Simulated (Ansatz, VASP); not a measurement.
**Two plane-wave programs on SiC**

File POSCAR:

```
SiC
1.0
    0.0000000000      2.0000000000      2.0000000000
    2.0000000000      0.0000000000      2.0000000000
    2.0000000000      2.0000000000      0.0000000000
Si C
1 1
Direct
    0.0000000000      0.0000000000      0.0000000000
    0.5000000000      0.5000000000      0.5000000000
```

INCAR.step1

```
SYSTEM = SiC
PREC     = Accurate       ! precision mode
ENCUT    = 520            ! plane-wave cutoff, eV
EDIFF    = 1E-5           ! SCF threshold, eV
ISMEAR   = 0              ! smearing method
SIGMA    = 0.05           ! smearing width, eV
LREAL    = .FALSE.        ! projectors in reciprocal space
LASPH    = .TRUE.         ! aspherical terms in the spheres
NELM     = 100            ! most SCF steps
ALGO     = Normal         ! electronic algorithm
ISIF     = 2              ! what is computed and relaxed
LWAVE    = .TRUE.         ! write WAVECAR
NBANDS   = 11             ! bands
GGA      = PE             ! functional
```

INCAR.step2

```
SYSTEM = SiC
PREC     = Accurate       ! precision mode
ENCUT    = 520            ! plane-wave cutoff, eV
EDIFF    = 1E-6           ! SCF threshold, eV
ISMEAR   = 0              ! smearing method
SIGMA    = 0.05           ! smearing width, eV
LREAL    = .FALSE.        ! projectors in reciprocal space
LASPH    = .TRUE.         ! aspherical terms in the spheres
NELM     = 100            ! most SCF steps
ALGO     = Normal         ! electronic algorithm
ISIF     = 2              ! what is computed and relaxed
LWAVE    = .FALSE.        ! write WAVECAR
LCHARG   = .TRUE.         ! write CHGCAR
GGA      = PE             ! functional
LHFCALC  = .TRUE.         ! exact exchange
AEXX     = 0.25           ! exact-exchange fraction
PRECFOCK = Normal       
LELF     = .TRUE.         ! ELF
LVHAR    = .TRUE.       
NBANDS   = 11             ! bands
ISTART   = 1
```

Contents of KPOINTS:

```
Automatic mesh
0
G
  8 8 8
  0 0 0
```

Input for Ansatz:

```yaml
crystal:
  lattice:
    - [0.0, 2.0, 2.0]
    - [2.0, 0.0, 2.0]
    - [2.0, 2.0, 0.0]
  atoms:
    - { symbol: Si, position: [0.0, 0.0, 0.0] }
    - { symbol: C, position: [0.5, 0.5, 0.5] }
basis:
  ecutwfc: 420
kpoints:
  mp_grid: { grid: [8, 8, 8] }
hamiltonian:
  xc: pbe0
scf:
  occupations: { method: gaussian, width: 0.05 }
output:
  forces: true
  stress: true
  eigenvalues: true
```

Alike in both runs: task single point; functional PBE0; k mesh 8 × 8 × 8; occupations gaussian, width 0.05 eV; no spin polarisation.

|  | VASP | Ansatz |
| --- | --- | --- |
| version | VASP 6.6.1 | Ansatz 0.2.0 |
| potentials or method | VASP PAW PBE potentials, release 64 (Si, C), cutoff 520 eV | scalar-relativistic, plane waves, PAW |
| valence electrons in the cell | 8 | 8 |

Ansatz gave:

* gap on the k mesh at the Fermi level (eV): 0.66
* least direct gap on the mesh (eV): 5.59
* pressure (GPa): 0.9

Q: Which values does VASP return?

A: gap on the k mesh at the Fermi level (eV): 0.65; least direct gap on the mesh (eV): 5.60; pressure (GPa): 0.7.

The functional is the same, so the differences come from potentials, cutoffs and numerics. Ansatz's warnings: stress exchange threshold loose, stress scf threshold loose.
